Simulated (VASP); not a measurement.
# Al12O in VASP: relaxation of the atoms with PBE

Aim: the relaxation of the atoms of Al12O with PBE.

Everything below comes from runs of VASP 6.6.1. Logs are shortened: lines on timing, memory, paths and dates and some standing lists are left out, and cuts for length are marked.

### Step 1. The cell of the first run

The cell holds a slab with vacuum, 13 atoms: a = 5.714 Å, b = 5.714 Å, c = 20.101 Å, α = 90.00°, β = 90.00°, γ = 120.00°.

### Step 2. Relaxation of the atoms, PBE

Contents of INCAR:

```
  PREC = Accurate
  ENCUT = 520
  EDIFF = 1E-6
  ISMEAR = 0
  SIGMA = 0.1
  LREAL = F
  LASPH = T
  NELM = 80
  ALGO = Normal
  ISIF = 2
  LWAVE = F
  LCHARG = F
  LDIPOL = T
  IDIPOL = 3
  DIPOL = 0.5 0.5 0.325
  GGA = PE
  IBRION = 2
  NSW = 36
  EDIFFG = -0.025
```

Contents of KPOINTS:

```
regular mesh
0
Gamma
  6 6 1
```

Contents of POSCAR:

```
Al12O
1.0
    5.7135165837      0.0000000000      0.0000000000
   -2.8567582918      4.9480505064      0.0000000000
    0.0000000000      0.0000000000     20.1013782092
Al O
12 1
Selective dynamics
Direct
    0.3333333333      0.1666666667      0.1989913308  F F F
    0.3333333333      0.6666666667      0.1989913308  F F F
    0.8333333333      0.1666666667      0.1989913308  F F F
    0.8333333333      0.6666666667      0.1989913308  F F F
    0.1666666667      0.3333333333      0.3134471539  F F F
    0.1666666667      0.8333333333      0.3134471539  F F F
    0.6666666667      0.3333333333      0.3134471539  F F F
    0.6666666667      0.8333333333      0.3134471539  F F F
    0.0000000000      0.0000000000      0.4278999241  F F F
    0.0000000000      0.5000000000      0.4278999241  F F F
    0.5000000000      0.0000000000      0.4278999241  F F F
    0.5000000000      0.5000000000      0.4278999241  F F F
    0.3333333333      0.1666666667      0.4602469777  F F T
```

Potentials or basis: VASP PAW PBE potentials, release 64 (Al, O).

Run with:

```
> cat potpaw_PBE.64/Al/POTCAR potpaw_PBE.64/O/POTCAR > POTCAR
> mpirun -np 1 vasp_std > vasp.out
```

OUTCAR:

```text
PREC = Accurate
   ENCUT = 520
   EDIFF = 1E-6
   ISMEAR = 0
   LREAL = F
   LASPH = T
   NELM = 80
   ISIF = 2
   GGA = PE
   IBRION = 2
   NSW = 36
   EDIFFG = -0.025

 ion  position               nearest neighbor table
   1  0.333  0.167  0.199-   5 2.83   6 2.83   7 2.83   2 2.86   2 2.86   3 2.86   3 2.86   4 2.86
                             4 2.86
   2  0.333  0.667  0.199-   6 2.83   5 2.83   8 2.83   1 2.86   1 2.86   4 2.86   4 2.86   3 2.86
                             3 2.86
   3  0.833  0.167  0.199-   7 2.83   8 2.83   5 2.83   4 2.86   4 2.86   1 2.86   1 2.86   2 2.86
                             2 2.86
   4  0.833  0.667  0.199-   8 2.83   7 2.83   6 2.83   3 2.86   3 2.86   2 2.86   2 2.86   1 2.86
                             1 2.86
   5  0.167  0.333  0.313-   9 2.83  12 2.83  10 2.83   1 2.83   2 2.83   3 2.83   6 2.86   6 2.86
                             7 2.86   7 2.86   8 2.86   8 2.86
   6  0.167  0.833  0.313-  10 2.83  11 2.83   9 2.83   2 2.83   1 2.83   4 2.83   5 2.86   5 2.86
                             8 2.86   8 2.86   7 2.86   7 2.86
   7  0.667  0.333  0.313-  11 2.83  10 2.83  12 2.83   3 2.83   4 2.83   1 2.83   8 2.86   8 2.86
                             5 2.86   5 2.86   6 2.86   6 2.86
   8  0.667  0.833  0.313-  12 2.83   9 2.83  11 2.83   4 2.83   3 2.83   2 2.83   7 2.86   7 2.86
                             6 2.86   6 2.86   5 2.86   5 2.86
   9  0.000  0.000  0.428-  13 1.77   5 2.83   8 2.83   6 2.83  10 2.86  10 2.86  11 2.86  11 2.86
                            12 2.86  12 2.86
  10  0.000  0.500  0.428-   6 2.83   7 2.83   5 2.83   9 2.86   9 2.86  12 2.86  12 2.86  11 2.86
                            11 2.86
  11  0.500  0.000  0.428-  13 1.77   7 2.83   6 2.83   8 2.83  12 2.86  12 2.86   9 2.86   9 2.86
                            10 2.86  10 2.86
  12  0.500  0.500  0.428-  13 1.77   8 2.83   5 2.83   7 2.83  11 2.86  11 2.86  10 2.86  10 2.86
                             9 2.86   9 2.86
  13  0.333  0.167  0.460-  12 1.77   9 1.77  11 1.77

  LATTYP: Found a hexagonal cell.
 ALAT       =     5.7135165837
 C/A-ratio  =     3.5182147308

  Lattice vectors:

 A1 = (   5.7135165837,   0.0000000000,   0.0000000000)
 A2 = (  -2.8567582918,   4.9480505064,   0.0000000000)
 A3 = (   0.0000000000,   0.0000000000,  20.1013782092)

Analysis of symmetry for initial positions (statically):
=====================================================================
 Subroutine PRICEL returns:
 Original cell was already a primitive cell.

 Routine SETGRP: Setting up the symmetry group for a
 hexagonal supercell.

 Subroutine GETGRP returns: Found  6 space group operations
 (whereof  2 operations were pure point group operations)
 out of a pool of 24 trial point group operations.

The static configuration has the point symmetry C_1h.
 The point group associated with its full space group is C_3v.

Analysis of symmetry for dynamics (positions and initial velocities):
=====================================================================
 Subroutine PRICEL returns:
 Original cell was already a primitive cell.

 Routine SETGRP: Setting up the symmetry group for a
 hexagonal supercell.

 Subroutine GETGRP returns: Found  6 space group operations
 (whereof  2 operations were pure point group operations)
 out of a pool of 24 trial point group operations.

The dynamic configuration has the point symmetry C_1h.
 The point group associated with its full space group is C_3v.

Analysis of constrained symmetry for selective dynamics:
=====================================================================
 Subroutine PRICEL returns:
 Original cell was already a primitive cell.

 Routine SETGRP: Setting up the symmetry group for a
 hexagonal supercell.

 Subroutine GETGRP returns: Found  6 space group operations
 (whereof  2 operations were pure point group operations)
 out of a pool of 24 trial point group operations.

The constrained configuration has the point symmetry C_1h.
 The point group associated with its full space group is C_3v.

 Subroutine INISYM returns: Found  6 space group operations
 (whereof  2 operations are pure point group operations),
[... 90 lines left out ...]
 SYSTEM =  unknown system
   PREC   = accura    normal or accurate (medium, high low for compatibility)
   ISTART =      0    job   : 0-new  1-cont  2-samecut
   ICHARG =      2    charge: 1-file 2-atom 10-const
   ISPIN  =      1    spin polarized calculation?
   LNONCOLLINEAR =      F non collinear calculations
   LSORBIT =      F    spin-orbit coupling
   LASPH  =      T    aspherical Exc in radial PAW
   ENCUT  =  520.0 eV  38.22 Ry    6.18 a.u.  10.62 10.62 37.38*2*pi/ulx,y,z
   NELM   =     80;   NELMIN=  2; NELMDL= -5     # of ELM steps
   EDIFF  = 0.1E-05   stopping-criterion for ELM
   LREAL  =      F    real-space projection
   EDIFFG = -.3E-01   stopping-criterion for IOM
   NSW    =     36    number of steps for IOM
   IBRION =      2    ionic relax: 0-MD 1-quasi-New 2-CG
   NFREE  =      1    steps in history (QN), initial steepest desc. (CG)
   ISIF   =      2    stress and relaxation
   ISYM   =      2    0-nonsym 1-usesym 2-fastsym
   POTIM  = 0.5000    time-step for ionic-motion
   TEBEG  =    0.0;   TEEND  =   0.0 temperature during run
   PSTRESS=    0.0 pullay stress
   NELECT =      42.0000    total number of electrons
   NUPDOWN=      -1.0000    fix difference up-down
   EMIN   =  10.00;   EMAX   =-10.00  energy-range for DOS
   EFERMI =   0.00;   METHOD = LEGACY
   ISMEAR =     0;   SIGMA  =   0.10  broadening in eV -4-tet -1-fermi 0-gaus
   EFERMI_NEDOS =   21; number of points for ismear=-14 and -15
   IALGO  =     38    algorithm
   IMIX   =      4    mixing-type and parameters
     AMIX     =   0.40;   BMIX     =  1.00
     AMIX_MAG =   1.60;   BMIX_MAG =  1.00
  volume/ion in A,a.u.               =      43.71       295.00
  Fermi-wavevector in a.u.,A,eV,Ry     =   0.687021  1.298282  6.421924  0.471998
  Thomas-Fermi vector in A             =   1.767417
   LORBIT       =      0    0 simple, 1 ext, 2 COOP (PROOUT), +10 PAW based schemes
   GGA     = PE    functional components
   LHFCALC =     F    Hartree Fock is set to
   AEXX    =    0.0000 exact exchange contribution
   IVDW    =     0    specifies the selected vdW correction
   LEPSILON=     F    determine dielectric tensor
   LRPA    =     F    only Hartree local field effects (RPA)
 conjugate gradient relaxation of ions
 non-spin polarized calculation
 Gauss-broadening in eV      SIGMA  =   0.10
  energy-cutoff  :      520.00
  volume of cell :      568.28
 maximum number of plane-waves:     15351
   NGX = 21   NGY = 21   NGZ = 75

--------------------------------------- Ionic step        1  -------------------------------------------

 number of electron      42.0000005 magnetization

 Free energy of the ion-electron system (eV)
  ---------------------------------------------------
  ext. energy  EPLUGINS =         0.00000000
  ---------------------------------------------------
  free energy    TOTEN  =       -51.14991753 eV

  energy without entropy =      -51.11277889  energy(sigma->0) =      -51.13134821

------------------------ aborting loop because EDIFF is reached ----------------------------------------

  FORCE on cell =-STRESS in cart. coord.  units (eV):
  Direction    XX          YY          ZZ          XY          YZ          ZX
  --------------------------------------------------------------------------------------
  -------------------------------------------------------------------------------------
  Total        0.0322909      0.0322909      2.3153575      0.0000000      0.0000000     -0.0000000
  in kB        0.0910391      0.0910391      6.5277752      0.0000000      0.0000000     -0.0000000
  external PRESSURE =       2.2366178 kB  Pullay stress =       0.0000000 kB
[... 75 lines left out ...]
  FREE ENERGIE OF THE ION-ELECTRON SYSTEM (eV)
  ---------------------------------------------------
  free  energy   TOTEN  =       -51.2908273273 eV

  energy  without entropy=      -51.2534675539  energy(sigma->0) =      -51.27214744

 dipolmoment           0.000000      0.000000     -0.011663 electrons x Angstroem

--------------------------------------- Ionic step        3  -------------------------------------------

 number of electron      42.0000005 magnetization

------------------------ aborting loop because EDIFF is reached ----------------------------------------

 vacuum level on the upper side and lower side of the slab       (xc-potential included)         0.040        -0.058

  FORCE on cell =-STRESS in cart. coord.  units (eV):
  Direction    XX          YY          ZZ          XY          YZ          ZX
  --------------------------------------------------------------------------------------
  -------------------------------------------------------------------------------------
  Total       -2.6730465     -2.6730465      0.6379058     -0.0000000     -0.0000000     -0.0000000
  in kB       -7.5362215     -7.5362215      1.7984719     -0.0000000     -0.0000000     -0.0000000
  external PRESSURE =      -4.4246570 kB  Pullay stress =       0.0000000 kB
[... 34 lines left out ...]
--------------------------------------- Ionic step        4  -------------------------------------------

 number of electron      42.0000005 magnetization

 dipolmoment           0.000000      0.000000      0.015993 electrons x Angstroem

 Free energy of the ion-electron system (eV)
  ---------------------------------------------------
  ext. energy  EPLUGINS =         0.00000000
  ---------------------------------------------------
  free energy    TOTEN  =       -51.34922771 eV

  energy without entropy =      -51.31112362  energy(sigma->0) =      -51.33017567

 E-fermi :   0.3743     XC(G=0):  -4.4964

 val. band max:        0.3504984888   @ k =   0.3333   0.1667   0.0000
 cond. band min:       0.4245323744   @ k =   0.1667   0.0000   0.0000
 fundamental gap:      0.0740338856
 Fermi energy:         0.3743269480

 k-point     1 :       0.0000    0.0000    0.0000
  band No.  band energies     occupation
      1     -19.8412      2.00000
      2     -10.2014      2.00000
      3      -8.3444      2.00000
      4      -6.5486      2.00000
      5      -6.5486      2.00000
      6      -5.5692      2.00000
[... 206 lines left out ...]
     27       2.6902      0.00000
     28       3.1292      0.00000

------------------------ aborting loop because EDIFF is reached ----------------------------------------

 vacuum level on the upper side and lower side of the slab       (xc-potential included)        -0.069        -0.173

  FORCE on cell =-STRESS in cart. coord.  units (eV):
  Direction    XX          YY          ZZ          XY          YZ          ZX
  --------------------------------------------------------------------------------------
  -------------------------------------------------------------------------------------
  Total       -2.7174627     -2.7174627      0.5995348     -0.0000000      0.0000000      0.0000000
  in kB       -7.6614456     -7.6614456      1.6902913     -0.0000000      0.0000000      0.0000000
  external PRESSURE =      -4.5441999 kB  Pullay stress =       0.0000000 kB
[... 28 lines left out ...]
  FREE ENERGIE OF THE ION-ELECTRON SYSTEM (eV)
  ---------------------------------------------------
  free  energy   TOTEN  =       -51.3492277132 eV

  energy  without entropy=      -51.3111236201  energy(sigma->0) =      -51.33017567

 reached required accuracy - stopping structural energy minimisation

 vacuum level on the upper side and lower side of the slab         4.285         4.173
```

Run time: 17 min. Hardware: 1 thread of Intel Xeon 8259CL, shared host; peak memory 0.68 GiB.

Results:

| Item | Value |
| --- | --- |
| Free energy | -51.3492 eV |
| Energy gained by relaxing | 15.3 meV/atom |
| Ionic steps | 4 |
| Band gap on the k mesh | zero (bands 21 and 22 overlap by 0.54 eV) |

The path:
```csv
step,energy change (eV),largest force on free atoms (eV/Å),pressure (GPa)
1,0.0000,1.9369,0.22
2,-0.1409,1.0674,-0.10
3,-0.1992,0.0352,-0.44
4,-0.1993,0.0048,-0.45
```

Final structure:
```yaml
crystal:
  lattice:
    - [5.71352, 0.00000, 0.00000]
    - [-2.85676, 4.94805, 0.00000]
    - [0.00000, 0.00000, 20.10138]
  atoms:
    - { symbol: Al, position: [0.33333, 0.16667, 0.19899] }
    - { symbol: Al, position: [0.33333, 0.66667, 0.19899] }
    - { symbol: Al, position: [0.83333, 0.16667, 0.19899] }
    - { symbol: Al, position: [0.83333, 0.66667, 0.19899] }
    - { symbol: Al, position: [0.16667, 0.33333, 0.31345] }
    - { symbol: Al, position: [0.16667, 0.83333, 0.31345] }
    - { symbol: Al, position: [0.66667, 0.33333, 0.31345] }
    - { symbol: Al, position: [0.66667, 0.83333, 0.31345] }
    - { symbol: Al, position: [0.00000, 0.00000, 0.42790] }
    - { symbol: Al, position: [0.00000, 0.50000, 0.42790] }
    - { symbol: Al, position: [0.50000, 0.00000, 0.42790] }
    - { symbol: Al, position: [0.50000, 0.50000, 0.42790] }
    - { symbol: O, position: [0.33333, 0.16667, 0.47035] }
```

Levels at points of the mesh, in eV from the Fermi level:
| k point | band 17 | band 18 | band 19 | band 20 | band 21 | band 22 | band 23 | band 24 | band 25 | band 26 |
| --- | --- | --- | --- | --- | --- | --- | --- | --- | --- | --- |
| (0.00, 0.00, 0.00) | -2.81 | -2.52 | -2.52 | -1.59 | -0.40 | -0.40 | -0.27 | 0.81 | 0.84 | 0.84 |
| (0.50, 0.00, 0.00) | -1.42 | -1.00 | -0.55 | -0.35 | -0.32 | 0.23 | 0.82 | 1.28 | 1.40 | 1.52 |

The gap in the log of VASP goes by the Fermi energy; the results here count the filled bands.